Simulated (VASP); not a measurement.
# Ge in VASP: single point with PBEsol

Aim: the single point of Ge with PBEsol.

All numbers are computed with VASP 6.6.1; they aren't measurements. Logs are shortened: lines on timing, memory, paths and dates and some standing lists are left out, and cuts for length are marked.

## Step 1: The cell of the first run

The typed cell holds 8 atoms: a = 7.997 Å, b = 4.007 Å, c = 6.588 Å, α = 89.99°, β = 90.00°, γ = 120.07°.

This isn't the form of Ge at room conditions, which is diamond.

## Step 2: Single point, PBEsol

Input file INCAR:

```
SYSTEM = Ge
PREC = Accurate ; ENCUT = 520
EDIFF = 1E-6 ; ISMEAR = -1
SIGMA = 0.05 ; LREAL = .FALSE.
LASPH = .TRUE. ; NELM = 100
ALGO = Normal ; ISIF = 2
LWAVE = .FALSE. ; LCHARG = .TRUE.
GGA = PS ; LELF = .TRUE.
LVHAR = .TRUE. ; NBANDS = 66
```

Input file KPOINTS:

```
Automatic mesh
0
G
  6 6 4
  0 0 0
```

Input file POSCAR:

```
Ge
1.0
    7.9966160389     -0.0097257371      0.0001605005
   -2.0034311404      3.4698438189      0.0002259919
    0.0001817203      0.0005294705      6.5877897211
Ge
8
Direct
    0.1668656050      0.6660312674     -0.0019280155
    0.3331682915      0.3325486211      0.4980743362
    0.1668653551      0.6662767490      0.3725603855
    0.3331893847      0.3323664291      0.8725554311
    0.6668445261      0.6662059690     -0.0019843092
    0.8331653870      0.3322195840      0.4980425732
    0.6668415415      0.6659195371      0.3725191745
    0.8332046130      0.3325877061      0.8725229336
```

Potentials or basis: VASP PAW PBE potentials, release 64 (Ge_d).

Run with:

```console
$ cat potpaw_PBE.64/Ge_d/POTCAR > POTCAR
$ mpirun -np 1 vasp_std > vasp.out
```

OUTCAR:

```text
SYSTEM = Ge
   PREC = Accurate
   ENCUT = 520
   EDIFF = 1E-6
   ISMEAR = -1
   LREAL = .FALSE.
   LASPH = .TRUE.
   NELM = 100
   ISIF = 2
   GGA = PS

 ion  position               nearest neighbor table
   1  0.167  0.666  0.998-   8 2.45   4 2.45   4 2.45   3 2.47
   2  0.333  0.333  0.498-   7 2.45   3 2.45   3 2.45   4 2.47
   3  0.167  0.666  0.373-   6 2.45   2 2.45   2 2.45   1 2.47
   4  0.333  0.332  0.873-   5 2.45   1 2.45   1 2.45   2 2.47
   5  0.667  0.666  0.998-   4 2.45   8 2.45   8 2.45   7 2.47
   6  0.833  0.332  0.498-   3 2.45   7 2.45   7 2.45   8 2.47
   7  0.667  0.666  0.373-   2 2.45   6 2.45   6 2.45   5 2.47
   8  0.833  0.333  0.873-   1 2.45   5 2.45   5 2.45   6 2.47

  LATTYP: Found a triclinic cell.
 ALAT       =     7.7101622830
 B/A-ratio  =     0.5196633125
 C/A-ratio  =     0.8975569086
 COS(alpha) =     0.0000311542
 COS(beta)  =     0.0001186556
 COS(gamma) =     0.5195674339

  Lattice vectors:

 A1 = (   2.0036128607,  -3.4693143484,   6.5875637292)
 A2 = (   2.0034311404,  -3.4698438189,  -0.0002259919)
 A3 = (   5.9931848985,   3.4601180818,   0.0003864924)

Analysis of symmetry for initial positions (statically):
=====================================================================
 Subroutine PRICEL returns:
 Original cell was already a primitive cell.

 Routine SETGRP: Setting up the symmetry group for a
 triclinic supercell.

 Subroutine GETGRP returns: Found  1 space group operations
 (whereof  1 operations were pure point group operations)
 out of a pool of  2 trial point group operations.

The static configuration has the point symmetry C_1 .

Analysis of symmetry for dynamics (positions and initial velocities):
=====================================================================
 Subroutine PRICEL returns:
 Original cell was already a primitive cell.

 Routine SETGRP: Setting up the symmetry group for a
 triclinic supercell.

 Subroutine GETGRP returns: Found  1 space group operations
 (whereof  1 operations were pure point group operations)
 out of a pool of  2 trial point group operations.

The dynamic configuration has the point symmetry C_1 .

 Subroutine INISYM returns: Found  1 space group operations
 (whereof  1 operations are pure point group operations),
 and found     1 'primitive' translations

----------------------------------------------------------------------------------------

                                     Primitive cell

  volume of cell :     182.6631

  direct lattice vectors                    reciprocal lattice vectors
     7.996616039 -0.009725737  0.000160501     0.125140775  0.072254240 -0.000009259
    -2.003431140  3.469843819  0.000225992     0.000350762  0.288399935 -0.000023189
     0.000181720  0.000529471  6.587789721    -0.000003061 -0.000011654  0.151795982

  length of vectors
     7.996621955  4.006688472  6.587789745     0.144502210  0.288400149  0.151795982

  position of ions in fractional coordinates (direct lattice)
     0.166865605  0.666031267  0.998071985
     0.333168292  0.332548621  0.498074336
     0.166865355  0.666276749  0.372560386
     0.333189385  0.332366429  0.872555431
     0.666844526  0.666205969  0.998015691
     0.833165387  0.332219584  0.498042573
     0.666841541  0.665919537  0.372519174
     0.833204613  0.332587706  0.872522934

  ion indices of the primitive-cell ions
   primitive index   ion index
                 1           1
                 2           2
                 3           3
                 4           4
                 5           5
                 6           6
                 7           7
                 8           8

----------------------------------------------------------------------------------------

 KPOINTS: Automatic mesh

Automatic generation of k-mesh.
 Grid dimensions read from file:
 generate k-points for:    6    6    4

 Generating k-lattice:

  Cartesian coordinates                     Fractional coordinates (reciprocal lattice)
     0.020856796  0.012042373 -0.000001543     0.166666667  0.000000000  0.000000000
     0.000058460  0.048066656 -0.000003865     0.000000000  0.166666667  0.000000000
    -0.000000765 -0.000002913  0.037948995    -0.000000000  0.000000000  0.250000000

  Length of vectors
     0.024083702  0.048066692  0.037948995

  Shift w.r.t. Gamma in fractional coordinates (k-lattice)
     0.000000000  0.000000000  0.000000000

 Subroutine IBZKPT returns following result:
 ===========================================

 Found     76 irreducible k-points:

 Following reciprocal coordinates:
            Coordinates               Weight
  0.000000  0.000000  0.000000      1.000000
  0.166667 -0.000000  0.000000      2.000000
  0.333333  0.000000  0.000000      2.000000
  0.500000  0.000000  0.000000      1.000000
 -0.000000  0.166667  0.000000      2.000000
  0.166667  0.166667  0.000000      2.000000
[... 16 lines left out ...]
  0.333333 -0.000000  0.250000      2.000000
  0.500000  0.000000  0.250000      2.000000
 [... further k-points ...]
   k-points           NKPTS =     76   k-points in BZ     NKDIM =     76   number of bands    NBANDS=     66
   number of dos      NEDOS =    301   number of ions     NIONS =      8
   total plane-waves  NPLWV =  90000
   dimension x,y,z NGX =    60 NGY =   30 NGZ =   50
   dimension x,y,z NGXF=   120 NGYF=   60 NGZF=  100
   ions per type =               8
   NGX,Y,Z   is equivalent  to a cutoff of  12.47, 12.45, 12.62 a.u.
   NGXF,Y,Z  is equivalent  to a cutoff of  24.95, 24.90, 25.24 a.u.
 SYSTEM =  Ge
   PREC   = accura    normal or accurate (medium, high low for compatibility)
   ISTART =      0    job   : 0-new  1-cont  2-samecut
   ICHARG =      2    charge: 1-file 2-atom 10-const
   ISPIN  =      1    spin polarized calculation?
   LNONCOLLINEAR =      F non collinear calculations
   LSORBIT =      F    spin-orbit coupling
   LASPH  =      T    aspherical Exc in radial PAW
   ENCUT  =  520.0 eV  38.22 Ry    6.18 a.u.  14.87  7.45 12.25*2*pi/ulx,y,z
   NELM   =    100;   NELMIN=  2; NELMDL= -5     # of ELM steps
   EDIFF  = 0.1E-05   stopping-criterion for ELM
   LREAL  =      F    real-space projection
   EDIFFG = 0.1E-04   stopping-criterion for IOM
   NSW    =      0    number of steps for IOM
   IBRION =     -1    ionic relax: 0-MD 1-quasi-New 2-CG
   NFREE  =      0    steps in history (QN), initial steepest desc. (CG)
   ISIF   =      2    stress and relaxation
   ISYM   =      2    0-nonsym 1-usesym 2-fastsym
   POTIM  = 0.5000    time-step for ionic-motion
   TEBEG  =    0.0;   TEEND  =   0.0 temperature during run
   PSTRESS=    0.0 pullay stress
   NELECT =     112.0000    total number of electrons
   NUPDOWN=      -1.0000    fix difference up-down
   EMIN   =  10.00;   EMAX   =-10.00  energy-range for DOS
   EFERMI =   0.00;   METHOD = LEGACY
   ISMEAR =    -1;   SIGMA  =   0.05  broadening in eV -4-tet -1-fermi 0-gaus
   EFERMI_NEDOS =   21; number of points for ismear=-14 and -15
   IALGO  =     38    algorithm
   IMIX   =      4    mixing-type and parameters
     AMIX     =   0.40;   BMIX     =  1.00
     AMIX_MAG =   1.60;   BMIX_MAG =  1.00
  volume/ion in A,a.u.               =      22.83       154.08
  Fermi-wavevector in a.u.,A,eV,Ry     =   1.390797  2.628226 26.317990  1.934318
  Thomas-Fermi vector in A             =   2.514698
   LORBIT       =      0    0 simple, 1 ext, 2 COOP (PROOUT), +10 PAW based schemes
   GGA     = PS    functional components
   LHFCALC =     F    Hartree Fock is set to
   AEXX    =    0.0000 exact exchange contribution
   IVDW    =     0    specifies the selected vdW correction
   LEPSILON=     F    determine dielectric tensor
   LRPA    =     F    only Hartree local field effects (RPA)
 non-spin polarized calculation
  energy-cutoff  :      520.00
  volume of cell :      182.66
 maximum number of plane-waves:      4959
   NGX = 29   NGY = 15   NGZ = 25

 number of electron     112.0000091 magnetization

 Free energy of the ion-electron system (eV)
  ---------------------------------------------------
  ext. energy  EPLUGINS =         0.00000000
  ---------------------------------------------------
  free energy    TOTEN  =       -39.34487666 eV

  energy without entropy =      -39.34190936  energy(sigma->0) =      -39.34339301

 E-fermi :   4.8342     XC(G=0): -10.0822

 val. band max:        4.7984610839   @ k =   0.0000   0.0000   0.0000
 cond. band min:       4.8672332810   @ k =  -0.0000   0.0000   0.2500
 fundamental gap:      0.0687721971
 Fermi energy:         4.8341515842

 k-point     1 :       0.0000    0.0000    0.0000
  band No.  band energies     occupation
      1     -20.0252      2.00000
      2     -20.0183      2.00000
      3     -20.0163      2.00000
      4     -20.0103      2.00000
      5     -20.0086      2.00000
      6     -19.9919      2.00000
[... 58 lines left out ...]
     65       8.4935      0.00000
     66       9.1673      0.00000

 k-point     2 :       0.1667   -0.0000    0.0000
  band No.  band energies     occupation
      1     -20.0279      2.00000
      2     -20.0182      2.00000
      3     -20.0151      2.00000
      4     -20.0120      2.00000
      5     -20.0102      2.00000
      6     -19.9911      2.00000
[... 58 lines left out ...]
     65       8.4978      0.00000
     66       8.8129      0.00000

 k-point     3 :       0.3333    0.0000    0.0000
  band No.  band energies     occupation
      1     -20.0301      2.00000
      2     -20.0233      2.00000
      3     -20.0177      2.00000
      4     -20.0134      2.00000
      5     -20.0042      2.00000
      6     -19.9885      2.00000
[... 1438 lines left out ...]
     65       9.1220      0.00000
     66       9.3690      0.00000

 k-point    24 :       0.5000    0.0000    0.2500
  band No.  band energies     occupation
      1     -20.0220      2.00000
      2     -20.0220      2.00000
      3     -20.0123      2.00000
      4     -20.0123      2.00000
      5     -19.9921      2.00000
      6     -19.9921      2.00000
[... 58 lines left out ...]
     65       9.5461      0.00000
     66       9.5468      0.00000

 [... further k-points ...]

------------------------ aborting loop because EDIFF is reached ----------------------------------------

  FORCE on cell =-STRESS in cart. coord.  units (eV):
  Direction    XX          YY          ZZ          XY          YZ          ZX
  --------------------------------------------------------------------------------------
  -------------------------------------------------------------------------------------
  Total       -0.0421769     -0.0400377     -0.0361183      0.0039161     -0.0056495     -0.0016131
  in kB       -0.3699423     -0.3511791     -0.3168018      0.0343487     -0.0495526     -0.0141487
  external PRESSURE =      -0.3459744 kB  Pullay stress =       0.0000000 kB

 VOLUME and BASIS-vectors are now :
 -----------------------------------------------------------------------------
  energy-cutoff  :      520.00
  volume of cell :      182.66
      direct lattice vectors                 reciprocal lattice vectors
     7.996616039 -0.009725737  0.000160501     0.125140775  0.072254240 -0.000009259
    -2.003431140  3.469843819  0.000225992     0.000350762  0.288399935 -0.000023189
     0.000181720  0.000529471  6.587789721    -0.000003061 -0.000011654  0.151795982

 POSITION                                       TOTAL-FORCE (eV/Angst)
 -----------------------------------------------------------------------------------
      0.00019      2.30993      6.57527         0.000122      0.000175     -0.000410
      1.99807      1.15092      3.28134        -0.000280      0.000046     -0.000779
     -0.00041      2.31045      2.45453         0.000509     -0.001481      0.000165
      1.99867      1.15048      5.74834        -0.001461      0.000101     -0.000278
      3.99798      2.30567      6.57498         0.002075      0.000559      0.000995
      5.99702      1.14491      3.28121        -0.001087      0.000988     -0.000973
      3.99842      2.30435      2.45434         0.000840      0.000738      0.000288
      5.99666      1.14639      5.74821        -0.000717     -0.001126      0.000992
 -----------------------------------------------------------------------------------
    total drift:                               -0.000977      0.001455      0.000220

  FREE ENERGIE OF THE ION-ELECTRON SYSTEM (eV)
  ---------------------------------------------------
  free  energy   TOTEN  =       -39.3448766633 eV

  energy  without entropy=      -39.3419093628  energy(sigma->0) =      -39.34339301
```

Run time: 20 min. Hardware: 1 thread of Oxide Virtual Turin-like, shared host; peak memory 0.65 GiB.

What came out:

```
Free energy            : -39.3449 eV
Pressure               : 0.0 GPa
Band gap on the k mesh : 0.07 eV
```

Forces in eV/Å, atoms in the order of the input:
```
Ge   0.000  0.000  0.000
Ge   0.000  0.000 -0.001
Ge   0.001 -0.001  0.000
Ge  -0.001  0.000  0.000
Ge   0.002  0.001  0.001
Ge  -0.001  0.001 -0.001
Ge   0.001  0.001  0.000
Ge  -0.001 -0.001  0.001
```

Caveat: the PAW data sets were made with another functional, which shifts forces and pressure a little.
